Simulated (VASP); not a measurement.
# C: single point with PBEsol

C:

```
C
1.0
     2.50497    0.00000    0.00000
    -1.25249    2.16937    0.00000
     0.00000    0.00000    4.11898
C
4
Direct
  0.33333 0.66667 0.99971
  0.66667 0.33333 0.49971
  0.33333 0.66667 0.37429
  0.66667 0.33333 0.87429
```

This cell differs from its parent crystal: strained cell.

```
Program             : VASP 6.6.1
Task                : single point
Functional          : PBEsol
Potentials or basis : VASP PAW PBE potentials, release 64 (C_h)
Cutoff              : 1300 eV
k mesh              : 9 × 9 × 6
Occupations         : gaussian, width 0.02 eV
Spin                : no spin polarisation
```

```yaml
Pressure: 2.7 GPa
Band_gap_on_the_k_mesh: 3.05 eV (least direct gap 4.78 eV)
```

Stress tensor (GPa, compression positive):
```
-2.93  0.00  0.00
 0.00 -2.93  0.00
 0.00  0.00 13.89
```

Levels at points of the mesh, in eV from the valence-band top:
```tsv
k point	band 4	band 5	band 6	band 7	band 8	band 9	band 10	band 11	band 12	band 13
(0.00, 0.00, 0.00)	-3.27	-3.27	-0.50	0.00	0.00	4.78	4.78	5.65	7.96	9.56
(0.00, 0.00, 0.50)	-7.02	-1.98	-1.98	-1.98	-1.98	7.16	7.16	7.16	7.16	7.55
```

Wall time 21 s on 1 thread of Intel(R) Xeon(R) 6975P-C (Granite Rapids), with other jobs on the host, peak memory 0.2 GiB.

Caveat: the cell differs from its parent crystal (strained cell); the stress differs along the axes, from -3 to 14 GPa; the PAW data sets were made with another functional, which shifts forces and pressure a little. A k mesh can miss the band edges.
